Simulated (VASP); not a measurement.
Crystal: Re2Au.

```xyz
3
Lattice="-1.6670 1.6670 4.0895 1.6670 -1.6670 4.0895 1.6670 1.6670 -4.0895" Properties=species:S:1:pos:R:3 pbc="T T T"
Re    0.0000    0.0000    5.4390
Re    0.0000    0.0000    2.7399
Au    0.0000    0.0000    0.0000
```

| Item | Value |
| --- | --- |
| Program | VASP 6.6.1 |
| Task | relaxation of cell and atoms |
| Functional | PBE |
| Potentials or basis | VASP PAW PBE potentials, release 64 (Re, Au) |
| Cutoff | 600 eV |
| k mesh | 8 × 8 × 8 |
| Occupations | gaussian, width 0.1 eV |
| Spin | no spin polarisation |

At the start: pressure 13.7 GPa; volume 15.15 Å³/atom.

Q: Where does the relaxation end?

A: Over 12 steps the energy falls by 132.8 meV/atom and the volume is 15.98 Å³/atom (+5.5 %); space group I4/mmm (No. 139, to 0.05 Å).

Step by step:
| step | energy change (eV) | largest force (eV/Å) | pressure (GPa) | volume (Å³) |
| --- | --- | --- | --- | --- |
| 1 | 0.0000 | 1.4903 | 13.73 | 45.46 |
| 2 | 0.4086 | 1.6032 | -28.89 | 54.44 |
| 3 | -0.1921 | 1.2308 | -6.45 | 48.38 |
| 4 | -0.1932 | 1.2280 | -5.35 | 48.18 |
| 5 | -0.3616 | 0.5109 | 3.09 | 47.00 |
| 6 | -0.3683 | 0.2211 | 6.10 | 46.69 |
| 7 | -0.3728 | 0.2686 | -3.82 | 49.15 |
| 8 | -0.3980 | 0.0893 | 0.61 | 47.91 |
| 9 | -0.3980 | 0.0820 | 0.70 | 47.88 |
| 10 | -0.3980 | 0.0774 | 0.79 | 47.86 |
| 11 | -0.3977 | 0.1126 | -0.94 | 48.05 |
| 12 | -0.3985 | 0.0070 | 0.10 | 47.94 |

Final structure:
```yaml
crystal:
  lattice:
    - [-1.64010, 1.64010, 4.45537]
    - [1.64010, -1.64010, 4.45537]
    - [1.64010, 1.64010, -4.45537]
  atoms:
    - { symbol: Re, position: [0.68165, 0.68165, 0.00000] }
    - { symbol: Re, position: [0.31835, 0.31835, 0.00000] }
    - { symbol: Au, position: [0.00000, 0.00000, 0.00000] }
```
